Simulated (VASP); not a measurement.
**KRb2: single point with PBE**

KRb2:

```
CELL_PARAMETERS angstrom
-3.80793 3.80793 5.21916
3.80793 -3.80793 5.21916
3.80793 3.80793 -5.21916
ATOMIC_POSITIONS crystal
K 0.50000 0.50000 0.00000
Rb 0.75000 0.25000 0.50000
Rb 0.25000 0.75000 0.50000
```

The cell was generated, and may not be a known phase.

* Program: VASP 6.6.1
* Task: single point
* Functional: PBE
* Potentials or basis: VASP PAW PBE potentials, release 64 (K_sv, Rb_sv)
* Cutoff: 520 eV
* k mesh: 10 × 10 × 10
* Occupations: gaussian, width 0.1 eV
* Spin: no spin polarisation

```
Pressure               : 0.0 GPa
Band gap on the k mesh : zero (an odd number of electrons rules out a gap without spin polarisation)
```

Levels at points of the mesh, in eV from the Fermi level:
```tsv
k point	band 9	band 10	band 11	band 12	band 13	band 14	band 15	band 16	band 17	band 18
(0.00, 0.00, 0.00)	-13.11	-13.09	-13.09	-13.08	-1.84	1.44	1.44	1.50	1.73	1.82
(0.50, 0.00, 0.00)	-13.10	-13.10	-13.10	-13.10	-0.88	-0.52	1.44	1.52	1.54	1.59
(0.50, 0.50, 0.00)	-13.11	-13.09	-13.09	-13.08	-0.52	-0.34	0.75	0.75	1.12	1.13
(0.50, 0.50, 0.50)	-13.11	-13.09	-13.09	-13.08	-0.42	-0.28	0.66	0.73	1.04	1.04
```

It took 40 min on 1 thread of Oxide Virtual Turin-like Processor (shared host), peak memory 0.79 GiB.
